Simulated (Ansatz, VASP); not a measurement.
## Sn in VASP and in Ansatz

```
CELL_PARAMETERS angstrom
-1.86623 1.86623 1.89465
1.86623 -1.86623 1.89465
1.92307 1.92307 -1.89465
ATOMIC_POSITIONS crystal
Sn 0.00000 0.00000 0.00000
```

Change from the starting cell: strain +0.0300 x Voigt [0, 0, 0, 0, 0, 1], atoms carried along.

Alike in both runs: task single point; functional r2SCAN; k mesh 18 × 18 × 18; occupations gaussian, width 0.15 eV; no spin polarisation.

```csv
,VASP,Ansatz
version,VASP 6.6.1,Ansatz 0.2.0
potentials or method,"VASP PAW PBE potentials, release 64 (Sn_d), cutoff 520 eV","scalar-relativistic, plane waves, PAW"
valence electrons in the cell,14,14
```

|  | VASP | Ansatz | Ansatz less VASP |
| --- | --- | --- | --- |
| gap on the k mesh at the Fermi level (eV) | none | none | - |
| pressure (GPa) | -0.4 | -0.4 | 0.00 |
| traceless stress, the component that is largest in VASP (GPa) | -0.25 | -0.24 | +0.003 |

VASP's potentials were made for PBE, not for r2SCAN. A gap of «none» marks a metal or a gap that the smearing closes. The functional is the same, so the differences come from potentials, cutoffs and numerics.
